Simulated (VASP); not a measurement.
# Ge in VASP: a series of runs

Ge is run at these levels: PBE; tasks: single point, relaxation of cell and atoms.

All numbers are computed with VASP 6.6.1; they aren't measurements. Logs are shortened: lines on timing, memory, paths and dates and some standing lists are left out, and cuts for length are marked.

### 1 The cell of the first run

The typed cell holds 1 atom: a = 2.897 Å, b = 2.898 Å, c = 2.665 Å, α = 90.02°, β = 90.00°, γ = 119.98°.

This isn't the form of Ge at room conditions, which is diamond.

### 2 Single point, PBE

INCAR reads:

```
PREC     = Accurate       # precision mode
ENCUT    = 520            # plane-wave cutoff, eV
EDIFF    = 1E-6           # SCF threshold, eV
ISMEAR   = 0              # smearing method
SIGMA    = 0.15           # smearing width, eV
LREAL    = False          # projectors in reciprocal space
LASPH    = True           # aspherical terms in the spheres
NELM     = 60             # most SCF steps
ALGO     = Normal         # electronic algorithm
ISIF     = 2              # what is computed and relaxed
LWAVE    = False          # write WAVECAR
LCHARG   = True           # write CHGCAR
GGA      = PE             # functional
LELF     = True           # ELF
LVHAR    = True         
NBANDS   = 13             # bands
```

KPOINTS reads:

```
regular mesh
0
Gamma
  14 14 12
```

POSCAR reads:

```
Ge
1.0
    1.4482586562     -2.5086906057      0.0004332457
    1.4497795691      2.5092311757     -0.0001776582
   -0.0010424406     -0.0002515738      2.6654740283
Ge
1
Direct
    0.5000000000      0.5000000000      0.0000000000
```

Potentials or basis: VASP PAW PBE potentials, release 64 (Ge_d).

The run is started by

```console
> cat potpaw_PBE.64/Ge_d/POTCAR > POTCAR
> mpirun -np 1 vasp_std > vasp.out
```

OUTCAR:

```text
PREC = Accurate
   ENCUT = 520
   EDIFF = 1E-6
   ISMEAR = 0
   LREAL = False
   LASPH = True
   NELM = 60
   ISIF = 2
   GGA = PE

 ion  position               nearest neighbor table
   1  0.500  0.500  0.000-

  LATTYP: Found a triclinic cell.
 ALAT       =     2.8979478815
 B/A-ratio  =     0.9995760021
 C/A-ratio  =     0.9197799108
 COS(alpha) =     0.0000357723
 COS(beta)  =     0.0003386810
 COS(gamma) =     0.4997567909

  Lattice vectors:

 A1 = (  -1.4497795691,  -2.5092311757,   0.0001776582)
 A2 = (   1.4482586562,  -2.5086906057,   0.0004332457)
 A3 = (  -0.0010424406,  -0.0002515738,   2.6654740283)

Analysis of symmetry for initial positions (statically):
=====================================================================
 Subroutine PRICEL returns:
 Original cell was already a primitive cell.

 Routine SETGRP: Setting up the symmetry group for a
 triclinic supercell.

 Subroutine GETGRP returns: Found  2 space group operations
 (whereof  2 operations were pure point group operations)
 out of a pool of  2 trial point group operations.

The static configuration has the point symmetry S_2 .

Analysis of symmetry for dynamics (positions and initial velocities):
=====================================================================
 Subroutine PRICEL returns:
 Original cell was already a primitive cell.

 Routine SETGRP: Setting up the symmetry group for a
 triclinic supercell.

 Subroutine GETGRP returns: Found  2 space group operations
 (whereof  2 operations were pure point group operations)
 out of a pool of  2 trial point group operations.

The dynamic configuration has the point symmetry S_2 .

 Subroutine INISYM returns: Found  2 space group operations
 (whereof  2 operations are pure point group operations),
 and found     1 'primitive' translations

----------------------------------------------------------------------------------------

                                     Primitive cell

  volume of cell :      19.3808

  direct lattice vectors                    reciprocal lattice vectors
     1.448258656 -2.508690606  0.000433246     0.345098193 -0.199390273  0.000116146
     1.449779569  2.509231176 -0.000177658     0.345023844  0.199181132  0.000153735
    -0.001042441 -0.000251574  2.665474028    -0.000033096  0.000045685  0.375167781

  length of vectors
     2.896719158  2.897947881  2.665474244     0.398558976  0.398390010  0.375167785

  position of ions in fractional coordinates (direct lattice)
     0.500000000  0.500000000  0.000000000

  ion indices of the primitive-cell ions
   primitive index   ion index
                 1           1

----------------------------------------------------------------------------------------

 KPOINTS: regular mesh

Automatic generation of k-mesh.
 Grid dimensions read from file:
 generate k-points for:   14   14   12

 Generating k-lattice:

  Cartesian coordinates                     Fractional coordinates (reciprocal lattice)
     0.024649871 -0.014242162  0.000008296     0.071428571 -0.000000000  0.000000000
     0.024644560  0.014227224  0.000010981     0.000000000  0.071428571  0.000000000
    -0.000002758  0.000003807  0.031263982    -0.000000000  0.000000000  0.083333333

  Length of vectors
     0.028468498  0.028456429  0.031263982

  Shift w.r.t. Gamma in fractional coordinates (k-lattice)
     0.000000000  0.000000000  0.000000000

 -----------------------------------------------------------------------------
|                                                                             |
|           W    W    AA    RRRRR   N    N  II  N    N   GGGG   !!!           |
|           W    W   A  A   R    R  NN   N  II  NN   N  G    G  !!!           |
|           W    W  A    A  R    R  N N  N  II  N N  N  G       !!!           |
|           W WW W  AAAAAA  RRRRR   N  N N  II  N  N N  G  GGG   !            |
|           WW  WW  A    A  R   R   N   NN  II  N   NN  G    G                |
|           W    W  A    A  R    R  N    N  II  N    N   GGGG   !!!           |
|                                                                             |
|     Your reciprocal lattice and k-lattice belong to different lattice       |
|     classes:                                                                |
|                                                                             |
|        The reciprocal lattice is base-centered monoclinic,                  |
|        whereas your k-lattice is triclinic.                                 |
|                                                                             |
|     Results are often still useful ...                                      |
|                                                                             |
 -----------------------------------------------------------------------------

 Subroutine IBZKPT returns following result:
 ===========================================

 Found   1180 irreducible k-points:

 Following reciprocal coordinates:
            Coordinates               Weight
  0.000000  0.000000  0.000000      1.000000
  0.071429 -0.000000 -0.000000      2.000000
  0.071429 -0.071429 -0.000000      2.000000
  0.142857 -0.000000  0.000000      2.000000
  0.142857 -0.142857 -0.000000      2.000000
  0.214286  0.000000  0.000000      2.000000
[... 16 lines left out ...]
  0.285714  0.071429  0.000000      2.000000
  0.285714 -0.357143  0.000000      2.000000
 [... further k-points ...]
   k-points           NKPTS =   1180   k-points in BZ     NKDIM =   1180   number of bands    NBANDS=     13
   number of dos      NEDOS =    301   number of ions     NIONS =      1
   total plane-waves  NPLWV =  11520
   dimension x,y,z NGX =    24 NGY =   24 NGZ =   20
   dimension x,y,z NGXF=    48 NGYF=   48 NGZF=   40
   ions per type =               1
   NGX,Y,Z   is equivalent  to a cutoff of  13.77, 13.77, 12.47 a.u.
   NGXF,Y,Z  is equivalent  to a cutoff of  27.55, 27.54, 24.95 a.u.
 SYSTEM =  unknown system
   PREC   = accura    normal or accurate (medium, high low for compatibility)
   ISTART =      0    job   : 0-new  1-cont  2-samecut
   ICHARG =      2    charge: 1-file 2-atom 10-const
   ISPIN  =      1    spin polarized calculation?
   LNONCOLLINEAR =      F non collinear calculations
   LSORBIT =      F    spin-orbit coupling
   LASPH  =      T    aspherical Exc in radial PAW
   ENCUT  =  520.0 eV  38.22 Ry    6.18 a.u.   5.39  5.39  4.96*2*pi/ulx,y,z
   NELM   =     60;   NELMIN=  2; NELMDL= -5     # of ELM steps
   EDIFF  = 0.1E-05   stopping-criterion for ELM
   LREAL  =      F    real-space projection
[... 7 lines left out ...]
   TEBEG  =    0.0;   TEEND  =   0.0 temperature during run
   PSTRESS=    0.0 pullay stress
   NELECT =      14.0000    total number of electrons
   NUPDOWN=      -1.0000    fix difference up-down
   EMIN   =  10.00;   EMAX   =-10.00  energy-range for DOS
   EFERMI =   0.00;   METHOD = LEGACY
   ISMEAR =     0;   SIGMA  =   0.15  broadening in eV -4-tet -1-fermi 0-gaus
   EFERMI_NEDOS =   21; number of points for ismear=-14 and -15
   IALGO  =     38    algorithm
   IMIX   =      4    mixing-type and parameters
     AMIX     =   0.40;   BMIX     =  1.00
     AMIX_MAG =   1.60;   BMIX_MAG =  1.00
  volume/ion in A,a.u.               =      19.38       130.79
  Fermi-wavevector in a.u.,A,eV,Ry     =   1.468904  2.775826 29.356998  2.157678
  Thomas-Fermi vector in A             =   2.584346
   LORBIT       =      0    0 simple, 1 ext, 2 COOP (PROOUT), +10 PAW based schemes
   GGA     = PE    functional components
   LHFCALC =     F    Hartree Fock is set to
   AEXX    =    0.0000 exact exchange contribution
   IVDW    =     0    specifies the selected vdW correction
   LEPSILON=     F    determine dielectric tensor
   LRPA    =     F    only Hartree local field effects (RPA)
 non-spin polarized calculation
 Gauss-broadening in eV      SIGMA  =   0.15
  energy-cutoff  :      520.00
  volume of cell :       19.38
 maximum number of plane-waves:       538
 NGX is ok and might be reduce to    24
   NGX = 11   NGY = 11   NGZ =  9

 number of electron      13.9999995 magnetization

 Free energy of the ion-electron system (eV)
  ---------------------------------------------------
  ext. energy  EPLUGINS =         0.00000000
  ---------------------------------------------------
  free energy    TOTEN  =        -4.27807591 eV

  energy without entropy =       -4.27327835  energy(sigma->0) =       -4.27567713

 E-fermi :   6.3281     XC(G=0): -11.0987

 val. band max:        6.3280432045   @ k =   0.2143   0.5000  -0.1667
 cond. band min:       6.3287105307   @ k =   0.2143   0.2857  -0.1667
 fundamental gap:      0.0006673262
 Fermi energy:         6.3281001079

 k-point     1 :       0.0000    0.0000    0.0000
  band No.  band energies     occupation
      1     -18.4172      2.00000
      2     -18.3234      2.00000
      3     -18.3230      2.00000
      4     -18.1821      2.00000
      5     -18.1820      2.00000
      6      -6.6072      2.00000
      7      13.4024      0.00000
      8      14.1757      0.00000
      9      14.1860      0.00000
     10      16.7728      0.00000
     11      20.1557      0.00000
     12      20.1727      0.00000
     13      20.7375      0.00000

 k-point     2 :       0.0714   -0.0000   -0.0000
  band No.  band energies     occupation
      1     -18.4143      2.00000
      2     -18.3242      2.00000
      3     -18.3177      2.00000
      4     -18.1843      2.00000
      5     -18.1826      2.00000
      6      -6.4884      2.00000
      7      12.9518      0.00000
      8      13.5171      0.00000
      9      13.7986      0.00000
     10      17.1171      0.00000
     11      18.8742      0.00000
     12      20.7683      0.00000
     13      21.4338      0.00000
[... 321 lines left out ...]
 k-point    23 :       0.2857    0.0714    0.0000
  band No.  band energies     occupation
      1     -18.3891      2.00000
      2     -18.3227      2.00000
      3     -18.2418      2.00000
      4     -18.2149      2.00000
      5     -18.1911      2.00000
      6      -4.1487      2.00000
      7       4.7707      2.00000
      8       9.8937      0.00000
      9      15.6096      0.00000
     10      16.1869      0.00000
     11      19.9803      0.00000
     12      25.6412      0.00000
     13      26.3694      0.00000

 k-point    24 :       0.2857   -0.3571    0.0000
  band No.  band energies     occupation
      1     -18.3891      2.00000
      2     -18.3227      2.00000
      3     -18.2418      2.00000
      4     -18.2149      2.00000
      5     -18.1911      2.00000
      6      -4.1485      2.00000
      7       4.7711      2.00000
      8       9.8931      0.00000
      9      15.6098      0.00000
     10      16.1857      0.00000
     11      19.9804      0.00000
     12      25.6405      0.00000
     13      26.3697      0.00000

 [... further k-points ...]

------------------------ aborting loop because EDIFF is reached ----------------------------------------

  FORCE on cell =-STRESS in cart. coord.  units (eV):
  Direction    XX          YY          ZZ          XY          YZ          ZX
  --------------------------------------------------------------------------------------
  -------------------------------------------------------------------------------------
  Total       -0.0297525     -0.0276886     -0.0295298     -0.0015628      0.0012459      0.0017412
  in kB       -2.4595844     -2.2889685     -2.4411717     -0.1291929      0.1029935      0.1439416
  external PRESSURE =      -2.3965749 kB  Pullay stress =       0.0000000 kB

 VOLUME and BASIS-vectors are now :
 -----------------------------------------------------------------------------
  energy-cutoff  :      520.00
  volume of cell :       19.38
      direct lattice vectors                 reciprocal lattice vectors
     1.448258656 -2.508690606  0.000433246     0.345098193 -0.199390273  0.000116146
     1.449779569  2.509231176 -0.000177658     0.345023844  0.199181132  0.000153735
    -0.001042441 -0.000251574  2.665474028    -0.000033096  0.000045685  0.375167781

 POSITION                                       TOTAL-FORCE (eV/Angst)
 -----------------------------------------------------------------------------------
      1.44902      0.00027      0.00013        -0.000000      0.000000      0.000000
 -----------------------------------------------------------------------------------
    total drift:                               -0.000000     -0.000000     -0.000000

  FREE ENERGIE OF THE ION-ELECTRON SYSTEM (eV)
  ---------------------------------------------------
  free  energy   TOTEN  =        -4.2780759131 eV

  energy  without entropy=       -4.2732783500  energy(sigma->0) =       -4.27567713
```

Wall time 4.5 min (1 thread of Intel Xeon 8259CL, shared host); peak memory 0.37 GiB.

What came out:

```
Free energy            : -4.2781 eV
Pressure               : -0.2 GPa
Band gap on the k mesh : zero (bands 7 and 8 overlap by 9.67 eV)
```

### 3 Relaxation of cell and atoms, PBE

INCAR reads:

```
  PREC = Accurate
  ENCUT = 600
  EDIFF = 1E-6
  ISMEAR = 0
  SIGMA = 0.15
  LREAL = F
  LASPH = T
  NELM = 60
  ALGO = Normal
  ISIF = 3
  LWAVE = F
  LCHARG = F
  GGA = PE
  IBRION = 2
  NSW = 100
  EDIFFG = -0.01
```

KPOINTS is that of step 2.

POSCAR reads:

```
Ge
1.0
    1.4047252126     -2.5627570860     -0.0119082442
    1.4160376862      2.5689832554     -0.0245228418
   -0.0347576009     -0.0066239101      2.6772794917
Ge
1
Direct
    0.5000000000      0.5000000000      0.0000000000
```

Potentials or basis: VASP PAW PBE potentials, release 64 (Ge_d).

The run is started by

```console
> cat potpaw_PBE.64/Ge_d/POTCAR > POTCAR
> mpirun -np 1 vasp_std > vasp.out
```

Run time: 28 min. Hardware: 1 thread of Intel Xeon 8259CL, shared host; peak memory 0.44 GiB.

The run converged. Its results:

```yaml
Free_energy: -4.2782 eV
Relaxed_volume: 19.39 Å³/atom
Relaxed_cell: a = 2.896 Å, b = 2.900 Å, c = 2.667 Å, α = 89.99°, β = 90.00°, γ = 120.02°
Space_group_after_relaxing_to_0.1_Å: P6/mmm (No. 191)
Energy_gained_by_relaxing: 7.7 meV/atom
Ionic_steps: 12
Pressure_after_relaxing: 0.0 GPa
Band_gap_on_the_k_mesh: zero (bands 7 and 8 overlap by 9.66 eV)
```

The path:
```csv
step,energy change (eV),largest force (eV/Å),pressure (GPa),volume (Å³)
1,0.0000,0.0000,-0.04,19.37
2,-0.0053,0.0000,0.15,19.36
3,-0.0073,0.0000,0.19,19.34
4,-0.0075,0.0000,0.13,19.33
5,-0.0075,0.0000,0.17,19.33
6,-0.0076,0.0000,-0.12,19.40
7,-0.0076,0.0000,-0.07,19.41
8,-0.0077,0.0000,-0.08,19.42
9,-0.0077,0.0000,-0.22,19.43
10,-0.0077,0.0000,-0.13,19.42
11,-0.0077,0.0000,0.16,19.38
12,-0.0077,0.0000,0.00,19.39
```

Final structure:
```
Ge
1.0
     1.44674   -2.50915    0.00020
     1.45038    2.51072    0.00064
    -0.00026    0.00020    2.66652
Ge
1
Direct
  0.50000 0.50000 0.00000
```

Levels at points of the mesh, in eV from the Fermi level:
```
           k point  band 3  band 4  band 5  band 6  band 7  band 8  band 9  band 10  band 11
(0.00, 0.00, 0.00)  -24.65  -24.51  -24.51  -12.93    7.06    7.84    7.87    10.44    13.82
(0.50, 0.00, 0.00)  -24.56  -24.54  -24.52   -8.19   -5.41    3.89    7.89    10.70    16.64
(0.00, 0.50, 0.00)  -24.56  -24.54  -24.52   -8.20   -5.42    3.92    7.92    10.69    16.62
(0.50, 0.50, 0.00)  -24.56  -24.54  -24.52   -8.20   -5.42    3.92    7.92    10.69    16.63
(0.00, 0.00, 0.50)  -24.58  -24.58  -24.53   -8.97   -5.73   10.82   10.85    16.26    17.32
(0.50, 0.00, 0.50)  -24.60  -24.53  -24.43   -3.86   -2.19   -1.91    3.53     6.91    12.25
(0.00, 0.50, 0.50)  -24.60  -24.53  -24.43   -3.88   -2.20   -1.92    3.52     6.95    12.29
(0.50, 0.50, 0.50)  -24.60  -24.53  -24.43   -3.87   -2.20   -1.92    3.52     6.94    12.28
```
